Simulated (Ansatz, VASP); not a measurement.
# One calculation of CsRe2, two programs

The input INCAR:

```
SYSTEM = CsRe2
  ALGO = Normal
  EDIFF = 1E-6
  EDIFFG = -0.04
  ENCUT = 600
  GGA = PE
  IBRION = 2
  ISIF = 3
  ISMEAR = 0
  LASPH = .TRUE.
  LCHARG = .FALSE.
  LREAL = .FALSE.
  LWAVE = .FALSE.
  NELM = 80
  NSW = 90
  PREC = Accurate
  SIGMA = 0.1
```

Contents of KPOINTS:

```
k-points
0
G
  4 4 4
  0 0 0
```

Contents of POSCAR:

```
CsRe2
1.0
    0.0000000000      3.3112270065      3.3112270065
    3.3112270065      0.0000000000      3.3112270065
    3.3112270065      3.3112270065      0.0000000000
Cs Re
1 2
Direct
    0.0000000000      0.0000000000      0.0000000000
    0.2500000000      0.2500000000      0.2500000000
    0.7500000000      0.7500000000      0.7500000000
```

Input for Ansatz:

```yaml
crystal:
  lattice:
    - [0.0, 3.3112270065, 3.3112270065]
    - [3.3112270065, 0.0, 3.3112270065]
    - [3.3112270065, 3.3112270065, 0.0]
  atoms:
    - { symbol: Cs, position: [0.0, 0.0, 0.0] }
    - { symbol: Re, position: [0.25, 0.25, 0.25] }
    - { symbol: Re, position: [0.75, 0.75, 0.75] }
basis:
  ecutwfc: 420
kpoints:
  mp_grid: { grid: [4, 4, 4] }
hamiltonian:
  xc: pbe
scf:
  occupations: { method: gaussian, width: 0.1 }
  lower_state_search: "off"
output:
  forces: true
  stress: true
  eigenvalues: true
relax:
  adjacent_minimum: "off"
  f_tol: 0.04
  max_steps: 70
  cell: { stress_tol: 0.4 }
```

Alike in both runs: task relaxation of cell and atoms; functional PBE; k mesh 4 × 4 × 4; occupations gaussian, width 0.1 eV; no spin polarisation.

|  | VASP | Ansatz |
| --- | --- | --- |
| version | VASP 6.6.1 | Ansatz 0.2.0 |
| potentials or method | VASP PAW PBE potentials, release 64 (Cs_sv, Re), cutoff 600 eV | scalar-relativistic, plane waves, PAW |
| valence electrons in the cell | 23 | 39 |

```tsv
	VASP	Ansatz	Ansatz less VASP
gap on the k mesh at the Fermi level, each at its own relaxed structure (eV)	none	none	-
relaxed volume (Å³/atom)	21.24	20.24	-0.995
relaxed length of the cell vector where the two differ most in proportion (Å)	4.483	4.412	-0.0711
```

A gap of «none» marks a metal or a gap that the smearing closes. VASP's potentials hold 23 valence electrons a cell and Ansatz's 39, so a difference there can come from the potentials and not from the codes.

The k mesh is coarse, so the values compare programs but aren't converged. Neither program's run includes spin-orbit coupling.
